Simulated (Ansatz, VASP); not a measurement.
Given: the input of a run of Ansatz 0.2.0 on W.

input.yaml

```yaml
crystal:
  lattice:
    - [2.809662, -0.02809662, 0.0]
    - [-0.0486387, 4.86387, 0.0]
    - [0.0, 0.0, 4.923695]
  atoms:
    - { symbol: W, position: [0.793172, 0.936843, 0.75] }
    - { symbol: W, position: [0.206828, 0.436843, 0.75] }
    - { symbol: W, position: [0.206828, 0.063157, 0.25] }
    - { symbol: W, position: [0.793172, 0.563157, 0.25] }
kpoints:
  mp_grid: { grid: [9, 6, 6] }
scf:
  occupations: { method: fermi_dirac, width: 0.05 }
hamiltonian:
  xc: pbesol
  pseudopotentials: { kind: all_electron, lapw: { basis_error: 0.002 } }
output:
  forces: true
  stress: true
  eigenvalues: true
```

Potentials or basis: all-electron LAPW, scalar-relativistic.

The run is started by

```console
$ ansatz run input.yaml --threads 2 --pin off --max-ram 8192MiB --backend cpu --events-out ev --progress --plain --runs-dir out
```

Question: Translate it to VASP 6.6.1. Potentials there: VASP PAW PBE potentials, release 64 (W_sv).

Answer: As run (the cutoff follows the program's own potentials):

File INCAR:

```
PREC = Accurate
ENCUT = 520
EDIFF = 1E-6
ISMEAR = -1
SIGMA = 0.05
LREAL = F
LASPH = T
NELM = 60
ALGO = Fast
ISIF = 2
LWAVE = F
LCHARG = T
GGA = PS
LELF = T
LVHAR = T
NBANDS = 36
```

KPOINTS

```
regular mesh
0
Gamma
  9 6 6
```

POSCAR

```
W
1.0
    2.8096620000     -0.0280966200      0.0000000000
   -0.0486387000      4.8638700000      0.0000000000
    0.0000000000      0.0000000000      4.9236950000
W
4
Direct
    0.7931720000      0.9368430000      0.7500000000
    0.2068280000      0.4368430000      0.7500000000
    0.2068280000      0.0631570000      0.2500000000
    0.7931720000      0.5631570000      0.2500000000
```

Potentials or basis: VASP PAW PBE potentials, release 64 (W_sv).

Run with:

```console
$ cat potpaw_PBE.64/W_sv/POTCAR > POTCAR
$ mpirun -np 1 vasp_std > vasp.out
```

Both were run:

|  | VASP | Ansatz | Ansatz less VASP |
| --- | --- | --- | --- |
| gap on the k mesh at the Fermi level (eV) | none | none | - |
| pressure (GPa) | -10.2 | -10.6 | -0.36 |
| traceless stress, the component that is largest in VASP (GPa) | -0.68 | -0.71 | -0.026 |
| rms of the force components (eV/Å) | 0.097 | 0.097 | +0.0004 |

VASP's potentials were made for PBE, not for PBEsol. Atom by atom the forces differ by 0.005 eV/Å (rms over components). A gap of «none» marks a metal or a gap that the smearing closes. Ansatz ran all-electron here, and VASP with PAW potentials.

Neither program's run includes spin-orbit coupling.
